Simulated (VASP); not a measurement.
CdAu, 2 atoms in the cell. Symmetry: P-6m2, No. 187, hexagonal system. The conventional cell has a = 3.151 Å, b = 3.151 Å, c = 4.692 Å, α = 90.00°, β = 90.00°, γ = 120.00°. Within 3.9 Å of Cd (site symmetry -6m2) lie 6 Au at 2.97 Å and 6 Cd at 3.15 Å. Within 3.9 Å of Au (site symmetry -6m2) lie 6 Cd at 2.97 Å and 6 Au at 3.15 Å. 

| Item | Value |
| --- | --- |
| Program | VASP 6.6.1 |
| Task | single point |
| Functional | PBEsol |
| Potentials or basis | VASP PAW PBE potentials, release 64 (Cd, Au) |
| Cutoff | 520 eV |
| k mesh | 11 × 11 × 6 |
| Occupations | methfessel-paxton, width 0.02 eV |
| Spin | no spin polarisation |
| Dipole correction | no |
| Further INCAR settings | ALGO = Normal; EDIFF = 1e-06; NBANDS = 18 |

Potentials or basis: VASP PAW PBE potentials, release 64 (Cd, Au).

Command:

```console
$ cat potpaw_PBE.64/Cd/POTCAR potpaw_PBE.64/Au/POTCAR > POTCAR
$ mpirun -np 1 vasp_std > vasp.out
```

Hardware: 1 thread of Intel(R) Xeon(R) Platinum 8259CL CPU @ 2.50GHz (Skylake/Cascade Lake) (shared host).

**Question.** How long does it take, and how much memory?

**Answer.** Run time: 23 s on 1 thread of Intel(R) Xeon(R) Platinum 8259CL CPU @ 2.50GHz (Skylake/Cascade Lake) (shared host), peak memory 0.19 GiB. Counts: scf iterations 12, k points 64.
